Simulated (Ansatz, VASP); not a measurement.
**ZrS2 in VASP and in Ansatz**

```xyz
3
Lattice="3.6744 0.0000 0.0000 -1.8372 3.1821 0.0000 0.0000 0.0000 5.8569" Properties=species:S:1:pos:R:3 pbc="T T T"
Zr    0.0000    0.0000    0.0000
S     0.0000    2.1214    1.4421
S     1.8372    1.0607    4.4147
```

Alike in both runs: task single point; functional r2SCAN; k mesh 12 × 12 × 4; no spin polarisation.

```csv
,VASP,Ansatz
version,VASP 6.6.1,Ansatz 0.2.0
potentials or method,"VASP PAW PBE potentials, release 64 (Zr_sv, S)","plane waves, PAW"
plane-wave cutoff (eV),550,500
occupations,"gaussian, width 0.01 eV",fixed
valence electrons in the cell,24,24
```

VASP gave:

* gap on the k mesh at the Fermi level (eV): 1.18
* pressure (GPa): 0.9
* traceless stress, the component that is largest in VASP (GPa): 0.06
* rms of the force components (eV/Å): 0.016

Problem. What did Ansatz give for the same quantities?

Solution. gap on the k mesh at the Fermi level (eV): 1.18; pressure (GPa): 0.9; traceless stress, the component that is largest in VASP (GPa): 0.03; rms of the force components (eV/Å): 0.017.

VASP's potentials were made for PBE, not for r2SCAN. Atom by atom the forces differ by 0.001 eV/Å (rms over components).
